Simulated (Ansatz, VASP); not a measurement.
Si2Ni: VASP beside Ansatz

Contents of INCAR:

```
ALGO = Normal ; EDIFF = 1E-6
ENCUT = 520 ; GGA = PS
ISIF = 2 ; ISMEAR = 0
LASPH = T ; LCHARG = T
LELF = T ; LREAL = F
LVHAR = T ; LWAVE = F
NBANDS = 16 ; NELM = 80
PREC = Accurate ; SIGMA = 0.15
```

File KPOINTS:

```
k-points
0
Gamma
  16 16 16
```

The input POSCAR:

```
Si2Ni
1.0
    0.0000000000      2.6957048444      2.8035330382
    2.6957048444      0.0000000000      2.8035330382
    2.6957048444      2.6957048444      0.0000000000
Si Ni
2 1
Direct
    0.2500000000      0.2500000000      0.2500000000
    0.7500000000      0.7500000000      0.7500000000
    0.0000000000      0.0000000000      0.0000000000
```

Input for Ansatz:

```yaml
crystal:
  lattice:
    - [0.0, 2.6957048444, 2.8035330382]
    - [2.6957048444, 0.0, 2.8035330382]
    - [2.6957048444, 2.6957048444, 0.0]
  atoms:
    - { symbol: Si, position: [0.25, 0.25, 0.25] }
    - { symbol: Si, position: [0.75, 0.75, 0.75] }
    - { symbol: Ni, position: [0.0, 0.0, 0.0] }
basis:
  ecutwfc: 420
kpoints:
  mp_grid: { grid: [16, 16, 16] }
hamiltonian:
  xc: pbesol
scf:
  occupations: { method: gaussian, width: 0.15 }
output:
  forces: true
  stress: true
  eigenvalues: true
```

Change from the starting cell: strain +0.000 along x and y, +0.040 along z, atoms carried along.

Alike in both runs: task single point; functional PBEsol; k mesh 16 × 16 × 16; occupations gaussian, width 0.15 eV; no spin polarisation.

|  | VASP | Ansatz |
| --- | --- | --- |
| version | VASP 6.6.1 | Ansatz 0.2.0 |
| potentials or method | VASP PAW PBE potentials, release 64 (Si, Ni), cutoff 520 eV | scalar-relativistic, plane waves, PAW |
| valence electrons in the cell | 18 | 26 |

|  | VASP | Ansatz | Ansatz less VASP |
| --- | --- | --- | --- |
| gap on the k mesh at the Fermi level (eV) | none | none | - |
| pressure (GPa) | -5.7 | -5.8 | -0.10 |
| traceless stress, the component that is largest in VASP (GPa) | -1.44 | -1.47 | -0.024 |

VASP's potentials were made for PBE, not for PBEsol. A gap of «none» marks a metal or a gap that the smearing closes. VASP's potentials hold 18 valence electrons a cell and Ansatz's 26, so a difference there can come from the potentials and not from the codes.
